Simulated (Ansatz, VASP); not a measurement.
# Two plane-wave programs on Mg

```
Mg
1.0
     3.13250    0.00000    0.00000
    -1.56625    2.71283    0.00000
     0.00000    0.00000    5.08489
Mg
2
Direct
  0.33333 0.66667 0.25000
  0.66667 0.33333 0.75000
```

Alike in both runs: task single point; functional LDA; k mesh 12 × 12 × 6; no spin polarisation.

|  | VASP | Ansatz |
| --- | --- | --- |
| version | VASP 6.6.1 | Ansatz 0.2.0 |
| potentials or method | VASP PAW LDA potentials, release 64 (Mg), cutoff 520 eV | plane waves (420 eV) with PAW, scalar-relativistic |
| occupations | methfessel-paxton of order 1, width 0.3 eV | cold, width 0.3 eV |
| valence electrons in the cell | 4 | 20 |

```csv
,VASP,Ansatz,Ansatz less VASP
pressure (GPa),-0.3,0.0,+0.34
"traceless stress, the component that is largest in VASP (GPa)",-0.47,-0.38,+0.082
```

Ansatz warns that its potentials were made for another functional, while VASP's fit it. LDA's correlation is that of Perdew and Zunger in VASP and of Perdew and Wang (1992) in Ansatz. VASP's potentials hold 4 valence electrons a cell and Ansatz's 20, so a difference there can come from the potentials and not from the codes.
